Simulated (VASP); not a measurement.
# GaAs in VASP: notebook

GaAs is run at these levels: PBEsol; tasks: single point.

Program: VASP 6.6.1. These are calculated values, not measurements. Logs are shortened: lines on timing, memory, paths and dates and some standing lists are left out, and cuts for length are marked.

## 1. The cell of the first run

It takes space group F-43m (No. 216, cubic). The conventional cell has a = 5.658 Å, b = 5.658 Å, c = 5.658 Å, α = 90.00°, β = 90.00°, γ = 90.00°. Within 3.2 Å of Ga (site symmetry -43m) lie 4 As at 2.45 Å. As (site symmetry -43m) has 4 Ga at 2.45 Å within 3.2 Å.

## 2. Single point, PBEsol, non-collinear spin, zero start, spin-orbit coupling

INCAR reads:

```
PREC = Accurate ; ENCUT = 520
EDIFF = 1E-6 ; ISMEAR = -1
SIGMA = 0.01 ; LREAL = F
LASPH = T ; NELM = 150
ALGO = Normal ; ISIF = 2
LWAVE = F ; LCHARG = T
MAGMOM = 0 0 0 0 0 0 ; LORBIT = 11
LSORBIT = T ; GGA_COMPAT = F
LORBMOM = T ; GGA = PS
LVHAR = T ; NBANDS = 30
```

KPOINTS reads:

```
regular mesh
0
Gamma
  8 8 8
```

POSCAR reads:

```
GaAs
1.0
    2.8291472884      2.8291472884      0.0000000000
   -2.8291472884      2.8291472884      0.0000000000
    0.0000000000      2.8291472884      2.8291472884
Ga As
1 1
Direct
    0.0000000000      0.0000000000      0.0000000000
    0.7500000000      0.2500000000      0.5000000000
```

Potentials or basis: VASP PAW PBE potentials, release 64 (Ga_d, As).

On the command line:

```bash
$ cat potpaw_PBE.64/Ga_d/POTCAR potpaw_PBE.64/As/POTCAR > POTCAR
$ mpirun -np 1 vasp_ncl > vasp.out
```

OUTCAR:

```text
PREC = Accurate
   ENCUT = 520
   EDIFF = 1E-6
   ISMEAR = -1
   LREAL = F
   LASPH = T
   NELM = 150
   ISIF = 2
   LORBIT = 11
   LSORBIT = T
   GGA = PS

 ion  position               nearest neighbor table
   1  0.000  0.000  0.000-   2 2.45   2 2.45   2 2.45   2 2.45
   2  0.750  0.250  0.500-   1 2.45   1 2.45   1 2.45   1 2.45

  LATTYP: Found a face centered cubic cell.
 ALAT       =     5.6582945768

  Lattice vectors:

 A1 = (   0.0000000000,   2.8291472884,   2.8291472884)
 A2 = (   2.8291472884,   0.0000000000,   2.8291472884)
 A3 = (   2.8291472884,   2.8291472884,   0.0000000000)

Analysis of symmetry for initial positions (statically):
=====================================================================
 Subroutine PRICEL returns:
 Original cell was already a primitive cell.

 Routine SETGRP: Setting up the symmetry group for a
 face centered cubic supercell.

 Subroutine GETGRP returns: Found 24 space group operations
 (whereof 24 operations were pure point group operations)
 out of a pool of 48 trial point group operations.

The static configuration has the point symmetry T_d .

Analysis of symmetry for dynamics (positions and initial velocities):
=====================================================================
 Subroutine PRICEL returns:
 Original cell was already a primitive cell.

 Routine SETGRP: Setting up the symmetry group for a
 face centered cubic supercell.

 Subroutine GETGRP returns: Found 24 space group operations
 (whereof 24 operations were pure point group operations)
 out of a pool of 48 trial point group operations.

The dynamic configuration has the point symmetry T_d .

Analysis of structural, dynamic, and magnetic symmetry:
=====================================================================
 Subroutine PRICEL returns:
 Original cell was already a primitive cell.

 Routine SETGRP: Setting up the symmetry group for a
 face centered cubic supercell.

 Subroutine GETGRP returns: Found 24 space group operations
 (whereof 24 operations were pure point group operations)
 out of a pool of 48 trial point group operations.

The overall configuration has the point symmetry T_d .

 Subroutine INISYM returns: Found 24 space group operations
 (whereof 24 operations are pure point group operations),
 and found     1 'primitive' translations

----------------------------------------------------------------------------------------

                                     Primitive cell

  volume of cell :      45.2894

  direct lattice vectors                    reciprocal lattice vectors
     2.829147288  2.829147288  0.000000000     0.176731697  0.176731697 -0.176731697
    -2.829147288  2.829147288  0.000000000    -0.176731697  0.176731697 -0.176731697
     0.000000000  2.829147288  2.829147288     0.000000000  0.000000000  0.353463393

  length of vectors
     4.001018465  4.001018465  4.001018465     0.306108278  0.306108278  0.353463393

  position of ions in fractional coordinates (direct lattice)
     0.000000000  0.000000000  0.000000000
     0.750000000  0.250000000  0.500000000

  ion indices of the primitive-cell ions
   primitive index   ion index
                 1           1
                 2           2

----------------------------------------------------------------------------------------

 KPOINTS: regular mesh

Automatic generation of k-mesh.
 Grid dimensions read from file:
 generate k-points for:    8    8    8

 Generating k-lattice:

  Cartesian coordinates                     Fractional coordinates (reciprocal lattice)
     0.022091462  0.022091462 -0.022091462     0.125000000  0.000000000  0.000000000
[... 94 lines left out ...]
   NGX = 15   NGY = 15   NGZ = 15

 number of electron      17.9999993 magnetization       0.0000000      0.0000000     -0.0000000

 number of electron      17.9999993 magnetization       0.0000000      0.0000000      0.0000000

 number of electron      17.9999993 magnetization       0.0000000     -0.0000000     -0.0000000

 Free energy of the ion-electron system (eV)
  ---------------------------------------------------
  ext. energy  EPLUGINS =         0.00000000
  ---------------------------------------------------
  free energy    TOTEN  =        -9.10533302 eV

  energy without entropy =       -9.10533302  energy(sigma->0) =       -9.10533302

 E-fermi :   4.0600     XC(G=0):  -9.7612

 val. band max:        3.8919646845   @ k =   0.0000   0.0000   0.0000
 cond. band min:       4.2209507114   @ k =   0.0000   0.0000   0.0000
 fundamental gap:      0.3289860269
 Fermi energy:         4.0600112183

 k-point     1 :       0.0000    0.0000    0.0000
  band No.  band energies     occupation
      1     -11.2335      1.00000
      2     -11.2335      1.00000
      3     -11.2335      1.00000
      4     -11.2335      1.00000
      5     -10.8095      1.00000
      6     -10.8095      1.00000
[... 781 lines left out ...]
     29      15.7386      0.00000
     30      15.7402      0.00000

 [... further k-points ...]

------------------------ aborting loop because EDIFF is reached ----------------------------------------

  FORCE on cell =-STRESS in cart. coord.  units (eV):
  Direction    XX          YY          ZZ          XY          YZ          ZX
  --------------------------------------------------------------------------------------
  -------------------------------------------------------------------------------------
  Total        0.0435619      0.0435619      0.0435619      0.0000000      0.0000000      0.0000000
  in kB        1.5410644      1.5410644      1.5410644      0.0000000      0.0000000      0.0000000
  external PRESSURE =       1.5410644 kB  Pullay stress =       0.0000000 kB

 VOLUME and BASIS-vectors are now :
 -----------------------------------------------------------------------------
  energy-cutoff  :      520.00
  volume of cell :       45.29
      direct lattice vectors                 reciprocal lattice vectors
     2.829147288  2.829147288  0.000000000     0.176731697  0.176731697 -0.176731697
    -2.829147288  2.829147288  0.000000000    -0.176731697  0.176731697 -0.176731697
     0.000000000  2.829147288  2.829147288     0.000000000  0.000000000  0.353463393

 POSITION                                       TOTAL-FORCE (eV/Angst)
 -----------------------------------------------------------------------------------
      0.00000      0.00000      0.00000        -0.000000     -0.000000      0.000000
      1.41457      4.24372      1.41457         0.000000      0.000000     -0.000000
 -----------------------------------------------------------------------------------
    total drift:                                0.000001      0.000000      0.000000

  FREE ENERGIE OF THE ION-ELECTRON SYSTEM (eV)
  ---------------------------------------------------
  free  energy   TOTEN  =        -9.1053330219 eV

  energy  without entropy=       -9.1053330218  energy(sigma->0) =       -9.10533302

 orbital moment (x)

 # of ion     p       d       tot
 ----------------------------------------
  1        -0.000  -0.000  -0.000
  2         0.000  -0.000   0.000
 ----------------------------------------
            0.000  -0.000  -0.000

 orbital moment (y)

 # of ion     p       d       tot
 ----------------------------------------
  1        -0.000   0.000  -0.000
  2        -0.000  -0.000  -0.000
 ----------------------------------------
           -0.000  -0.000  -0.000

 orbital moment (z)

 # of ion     p       d       tot
 ----------------------------------------
  1         0.000   0.000   0.000
  2         0.000  -0.000  -0.000
 ----------------------------------------
            0.000   0.000   0.000

 Spin-Orbit-Coupling matrix elements

 Ion:    1  E_soc:     -0.0120056
 l=   1
     0.0000000    -0.0011637    -0.0011637
    -0.0011637     0.0000000    -0.0011637
    -0.0011637    -0.0011637     0.0000000
 l=   2
     0.0000000    -0.0001666     0.0000000    -0.0001666    -0.0006706
    -0.0001666     0.0000000    -0.0005029    -0.0001666    -0.0001676
     0.0000000    -0.0005029     0.0000000    -0.0005029     0.0000000
    -0.0001666    -0.0001666    -0.0005029     0.0000000    -0.0001676
    -0.0006706    -0.0001676     0.0000000    -0.0001676     0.0000000
 l=   3
     0.0000000     0.0000000     0.0000000     0.0000000     0.0000000     0.0000000     0.0000000
     0.0000000     0.0000000     0.0000000     0.0000000     0.0000000     0.0000000     0.0000000
     0.0000000     0.0000000     0.0000000     0.0000000     0.0000000     0.0000000     0.0000000
     0.0000000     0.0000000     0.0000000     0.0000000     0.0000000     0.0000000     0.0000000
     0.0000000     0.0000000     0.0000000     0.0000000     0.0000000     0.0000000     0.0000000
     0.0000000     0.0000000     0.0000000     0.0000000     0.0000000     0.0000000     0.0000000
     0.0000000     0.0000000     0.0000000     0.0000000     0.0000000     0.0000000     0.0000000

 Ion:    2  E_soc:     -0.0240460
 l=   1
     0.0000000    -0.0040002    -0.0040002
    -0.0040002     0.0000000    -0.0040002
    -0.0040002    -0.0040002     0.0000000
 l=   2
     0.0000000    -0.0000036     0.0000000    -0.0000036    -0.0000039
    -0.0000036     0.0000000    -0.0000029    -0.0000036    -0.0000010
     0.0000000    -0.0000029     0.0000000    -0.0000029     0.0000000
    -0.0000036    -0.0000036    -0.0000029     0.0000000    -0.0000010
    -0.0000039    -0.0000010     0.0000000    -0.0000010     0.0000000
 l=   3
     0.0000000     0.0000000     0.0000000     0.0000000     0.0000000     0.0000000     0.0000000
     0.0000000     0.0000000     0.0000000     0.0000000     0.0000000     0.0000000     0.0000000
     0.0000000     0.0000000     0.0000000     0.0000000     0.0000000     0.0000000     0.0000000
     0.0000000     0.0000000     0.0000000     0.0000000     0.0000000     0.0000000     0.0000000
     0.0000000     0.0000000     0.0000000     0.0000000     0.0000000     0.0000000     0.0000000
     0.0000000     0.0000000     0.0000000     0.0000000     0.0000000     0.0000000     0.0000000
     0.0000000     0.0000000     0.0000000     0.0000000     0.0000000     0.0000000     0.0000000

 total charge

# of ion       s       p       d       tot
------------------------------------------
    1        0.883   0.801   9.994  11.678
    2        1.212   1.589   0.031   2.832
--------------------------------------------------
tot          2.095   2.390  10.025  14.510

 magnetization (x)

# of ion       s       p       d       tot
------------------------------------------
    1        0.000   0.000   0.000   0.000
    2        0.000   0.000   0.000   0.000
--------------------------------------------------
tot          0.000   0.000   0.000   0.000

 magnetization (y)

# of ion       s       p       d       tot
------------------------------------------
    1       -0.000  -0.000  -0.000  -0.000
    2       -0.000   0.000  -0.000  -0.000
--------------------------------------------------
tot         -0.000  -0.000  -0.000  -0.000

 magnetization (z)

# of ion       s       p       d       tot
------------------------------------------
    1       -0.000   0.000   0.000  -0.000
    2        0.000  -0.000  -0.000  -0.000
--------------------------------------------------
tot         -0.000   0.000   0.000  -0.000
```

It took 4.7 min on 1 thread of Intel Xeon 8259CL, shared host; peak memory 0.32 GiB.

What came out:

```yaml
Free_energy: -9.1053 eV
Pressure: 0.2 GPa
Net_moment: 0.00 μB per cell
Valence_electrons_inside_the_program's_atomic_spheres: Ga 11.68; As 2.83
```

Moments on the atoms (μB; x, y, z):
```
Ga  0.00 0.00 0.00
As  0.00 0.00 0.00
```

Caveat: the PAW data sets were made with another functional, which shifts forces and pressure a little.

## 3. Single point, PBEsol, non-collinear spin, zero start, spin-orbit coupling (film at in-plane strain -0.02)

INCAR reads:

```
PREC     = Accurate       # precision mode
ENCUT    = 520            # plane-wave cutoff, eV
EDIFF    = 1E-6           # SCF threshold, eV
ISMEAR   = -1             # smearing method
SIGMA    = 0.01           # smearing width, eV
LREAL    = F              # projectors in reciprocal space
LASPH    = T              # aspherical terms in the spheres
NELM     = 150            # most SCF steps
ALGO     = Normal         # electronic algorithm
ISIF     = 2              # what is computed and relaxed
LWAVE    = F              # write WAVECAR
LCHARG   = F              # write CHGCAR
LNONCOLLINEAR= T              # non-collinear magnetism
MAGMOM   = 0 0 0 0 0 0    # initial moments
LORBIT   = 11             # projections on sites
LSORBIT  = T              # spin-orbit coupling
GGA_COMPAT= F            
LORBMOM  = T            
GGA      = PS             # functional
NBANDS   = 30             # bands
```

KPOINTS is that of step 2.

POSCAR reads:

```
GaAs
1.0
    2.7725643426      2.7725643426      0.0000000000
   -2.7725643426      2.7725643426      0.0000000000
    0.0000000000      2.7725643426      2.8794301293
Ga As
1 1
Direct
    0.0000000000      0.0000000000      0.0000000000
    0.7500000000      0.2500000000      0.5000000000
```

Potentials or basis: VASP PAW PBE potentials, release 64 (Ga_d, As).

On the command line:

```bash
$ cat potpaw_PBE.64/Ga_d/POTCAR potpaw_PBE.64/As/POTCAR > POTCAR
$ mpirun -np 1 vasp_ncl > vasp.out
```

Wall time 5.2 min (1 thread of Intel Xeon 8259CL, shared host); peak memory 0.38 GiB.

The run converged. Its results:

```
Free energy                                           : -9.0906 eV
Pressure                                              : 1.8 GPa
Net moment                                            : 0.00 μB per cell
Valence electrons inside the program's atomic spheres : Ga 11.70; As 2.85
```

Stress tensor (GPa, compression positive):
```
2.66 0.00 0.00
0.00 2.66 0.00
0.00 0.00 0.18
```

Moments on the atoms (μB; x, y, z):
```
Ga  0.00 0.00 0.00
As  0.00 0.00 0.00
```

Caveat: the cell differs from its parent crystal (film at in-plane strain -0.02); the PAW data sets were made with another functional, which shifts forces and pressure a little.

## 4. Single point, PBEsol, non-collinear spin, zero start, spin-orbit coupling (film at in-plane strain -0.01)

INCAR reads:

```
PREC = Accurate ; ENCUT = 520
EDIFF = 1E-6 ; ISMEAR = -1
SIGMA = 0.01 ; LREAL = False
LASPH = True ; NELM = 150
ALGO = Normal ; ISIF = 2
LWAVE = False ; LCHARG = False
MAGMOM = 0 0 0 0 0 0 ; LORBIT = 11
LSORBIT = True ; GGA_COMPAT = False
LORBMOM = True ; GGA = PS
NBANDS = 30
```

KPOINTS is that of step 3.

POSCAR reads:

```
GaAs
1.0
    2.8008558155      2.8008558155      0.0000000000
   -2.8008558155      2.8008558155      0.0000000000
    0.0000000000      2.8008558155      2.8534221249
Ga As
1 1
Direct
    0.0000000000      0.0000000000      0.0000000000
    0.7500000000      0.2500000000      0.5000000000
```

On the command line:

```bash
$ cat potpaw_PBE.64/Ga_d/POTCAR potpaw_PBE.64/As/POTCAR > POTCAR
$ mpirun -np 1 vasp_ncl > vasp.out
```

Run time: 4.9 min. Hardware: 1 thread of Intel Xeon 8259CL, shared host; peak memory 0.39 GiB.

The run converged. Its results:

- Free energy: -9.1014 eV
- Pressure: 1.0 GPa
- Net moment: 0.00 μB per cell
- Valence electrons inside the program's atomic spheres: Ga 11.69; As 2.84

Stress tensor (GPa, compression positive):
```
1.37 0.00 0.00
0.00 1.37 0.00
0.00 0.00 0.20
```

Moments on the atoms (μB; x, y, z):
```
Ga  0.00 0.00 0.00
As  0.00 0.00 0.00
```

Caveat: the cell differs from its parent crystal (film at in-plane strain -0.01); the PAW data sets were made with another functional, which shifts forces and pressure a little.

## 5. Overview

| cell | pressure (GPa) | moment (μB) |
| --- | --- | --- |
| a = 4.001 Å, angles 60.0, 60.0, 90.0°, 2 atoms | 0.2 | 0.00 |
| a = 3.921, b = 3.921, c = 3.997 Å, angles 60.6, 60.6, 90.0°, 2 atoms | 1.8 | 0.00 |
| a = 3.961, b = 3.961, c = 3.998 Å, angles 60.3, 60.3, 90.0°, 2 atoms | 1.0 | 0.00 |

Alike in all rows: task single point; level PBEsol; potentials or basis VASP PAW PBE potentials, release 64 (Ga_d, As); spin non-collinear, zero start, SOC; k mesh 8 × 8 × 8; cutoff (eV) 520; smearing fermi-dirac 0.01 eV.

Caveats: the PAW data sets were made with another functional, which shifts forces and pressure a little.

Absolute energies hang on the potentials; compare differences alone.
